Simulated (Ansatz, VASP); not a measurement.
**Two plane-wave programs on BN**

File INCAR:

```
PREC = Accurate ; ENCUT = 600
EDIFF = 1E-7 ; ISMEAR = 0
SIGMA = 0.1 ; LREAL = False
LASPH = True ; NELM = 60
ALGO = Normal ; ISIF = 3
LWAVE = False ; LCHARG = False
GGA = PE ; IBRION = 2
NSW = 90 ; EDIFFG = -0.04
```

The input KPOINTS:

```
regular mesh
0
Gamma
  6 6 4
```

The input POSCAR:

```
BN
1.0
    2.4822592900      0.0000000000      0.0000000000
   -1.2411296500      2.1496996100      0.0000000000
    0.0000000000      0.0000000000      6.8736263400
B N
2 2
Direct
    0.0000000000      0.0000000000      0.8815373700
    0.3333333300      0.6666666700      0.4539678800
    0.3333333300      0.6666666700      0.0418162800
    0.6666666700      0.3333333300      0.6226784600
```

Input for Ansatz:

```yaml
crystal:
  lattice:
    - [2.48225929, 0.0, 0.0]
    - [-1.24112965, 2.14969961, 0.0]
    - [0.0, 0.0, 6.87362634]
  atoms:
    - { symbol: B, position: [0.0, 0.0, 0.88153737] }
    - { symbol: B, position: [0.33333333, 0.66666667, 0.45396788] }
    - { symbol: "N", position: [0.33333333, 0.66666667, 0.04181628] }
    - { symbol: "N", position: [0.66666667, 0.33333333, 0.62267846] }
basis:
  ecutwfc: 420
kpoints:
  mp_grid: { grid: [6, 6, 4] }
hamiltonian:
  xc: pbe
scf:
  occupations: { method: gaussian, width: 0.1 }
  lower_state_search: "off"
output:
  forces: true
  stress: true
  eigenvalues: true
relax:
  adjacent_minimum: "off"
  f_tol: 0.04
  max_steps: 70
  cell: { stress_tol: 0.4 }
```

Alike in both runs: task relaxation of cell and atoms; functional PBE; k mesh 6 × 6 × 4; occupations gaussian, width 0.1 eV; no spin polarisation.

```csv
,VASP,Ansatz
version,VASP 6.6.1,Ansatz 0.2.0
potentials or method,"VASP PAW PBE potentials, release 64 (B, N), cutoff 600 eV","scalar-relativistic, plane waves, PAW"
valence electrons in the cell,16,16
```

Ansatz gave:

- gap on the k mesh at the Fermi level, each at its own relaxed structure (eV): 4.53
- relaxed volume (Å³/atom): 10.73
- relaxed cell length with the largest relative difference (Å): 7.855

Question: Which values does VASP return?

Answer: gap on the k mesh at the Fermi level, each at its own relaxed structure (eV): 4.48; relaxed volume (Å³/atom): 10.30; relaxed cell length with the largest relative difference (Å): 7.534.

The k mesh is coarse, so the values compare programs but aren't converged.
